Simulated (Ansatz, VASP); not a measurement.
# SnO: VASP beside Ansatz

The input INCAR:

```
PREC = Accurate
ENCUT = 600
EDIFF = 1E-6
ISMEAR = 0
SIGMA = 0.01
LREAL = False
LASPH = True
NELM = 120
ALGO = Normal
ISIF = 2
LWAVE = False
LCHARG = True
GGA = PE
IVDW = 13
LELF = True
LVHAR = True
NBANDS = 17
GGA_COMPAT = False
```

KPOINTS

```
Automatic mesh
0
Gamma
  6 6 6
```

The input POSCAR:

```
SnO
1.0
    0.0000000000      2.5369732561      2.5369732561
    2.5369732561      0.0000000000      2.5369732561
    2.5369732561      2.5369732561      0.0000000000
Sn O
1 1
Direct
    0.0000000000      0.0000000000      0.0000000000
    0.5000000000      0.5000000000      0.5000000000
```

Input for Ansatz:

```yaml
crystal:
  lattice:
    - [0.0, 2.5369732561, 2.5369732561]
    - [2.5369732561, 0.0, 2.5369732561]
    - [2.5369732561, 2.5369732561, 0.0]
  atoms:
    - { symbol: Sn, position: [0.0, 0.0, 0.0] }
    - { symbol: O, position: [0.5, 0.5, 0.5] }
kpoints:
  mp_grid: { grid: [6, 6, 6] }
hamiltonian:
  xc: pbe
  dispersion: d4
scf:
  occupations: { method: fixed }
  n_extra_bands: 4
output:
  forces: true
  stress: true
  eigenvalues: true
```

Alike in both runs: task single point; functional PBE; dispersion D4; k mesh 6 × 6 × 6; no spin polarisation.

```csv
,VASP,Ansatz
version,VASP 6.6.1,Ansatz 0.2.0
potentials or method,"VASP PAW PBE potentials, release 64 (Sn_d, O)",plane waves
plane-wave cutoff (eV),600,420
occupations,"gaussian, width 0.01 eV",fixed
valence electrons in the cell,20,20
```

```csv
,VASP,Ansatz,Ansatz less VASP
gap on the k mesh at the Fermi level (eV),1.05,1.05,-0.001
pressure (GPa),0.0,0.1,+0.11
```
